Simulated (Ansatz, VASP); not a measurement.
Y3PbC in VASP and in Ansatz

INCAR

```
SYSTEM = Y3PbC
  ALGO = Normal
  EDIFF = 1E-6
  ENCUT = 520
  GGA = CA
  ISIF = 2
  ISMEAR = -1
  LASPH = .TRUE.
  LCHARG = .FALSE.
  LREAL = .FALSE.
  LWAVE = .FALSE.
  NBANDS = 34
  NELM = 80
  PREC = Accurate
  SIGMA = 0.1
```

KPOINTS

```
k-points
0
G
  5 5 5
  0 0 0
```

POSCAR

```
Y3PbC
1.0
    4.9095350000      0.0000000000      0.0000000000
    0.0000000000      4.9095350000      0.0000000000
    0.0000000000      0.0000000000      4.9095350000
Y Pb C
3 1 1
Direct
    0.5000000000      0.0000000000      0.5000000000
    0.0000000000      0.5000000000      0.5000000000
    0.5000000000      0.5000000000      0.0000000000
    0.0000000000      0.0000000000      0.0000000000
    0.5000000000      0.5000000000      0.5000000000
```

Input for Ansatz:

```yaml
crystal:
  lattice:
    - [4.909535, 0.0, 0.0]
    - [0.0, 4.909535, 0.0]
    - [0.0, 0.0, 4.909535]
  atoms:
    - { symbol: "Y", position: [0.5, 0.0, 0.5] }
    - { symbol: "Y", position: [0.0, 0.5, 0.5] }
    - { symbol: "Y", position: [0.5, 0.5, 0.0] }
    - { symbol: Pb, position: [0.0, 0.0, 0.0] }
    - { symbol: C, position: [0.5, 0.5, 0.5] }
basis:
  ecutwfc: 470.0
kpoints:
  mp_grid:
    grid: [5, 5, 5]
hamiltonian:
  xc: lda
scf:
  occupations:
    method: fermi_dirac
output:
  write_density: true
  volumetric_format: [cube, npy]
  dos:
    de: 0.05
    method:
      smearing:
        sigma: 0.1
    projected: true
  stress: true
```

Alike in both runs: task single point; functional LDA; k mesh 5 × 5 × 5; no spin polarisation.

|  | VASP | Ansatz |
| --- | --- | --- |
| version | VASP 6.6.1 | Ansatz 0.2.0 |
| potentials or method | VASP PAW LDA potentials, release 64 (Y_sv, Pb_d, C), cutoff 520 eV | plane waves, PAW |
| occupations | fermi-dirac, width 0.1 eV | fermi-dirac |
| valence electrons in the cell | 51 | 51 |

```csv
,VASP,Ansatz,Ansatz less VASP
gap on the k mesh at the Fermi level (eV),none,none,-
pressure (GPa),-4.6,-4.7,-0.04
```

LDA's correlation is that of Perdew and Zunger in VASP and of Perdew and Wang (1992) in Ansatz. A gap of «none» marks a metal or a gap that the smearing closes.

Spin-orbit coupling is off throughout.
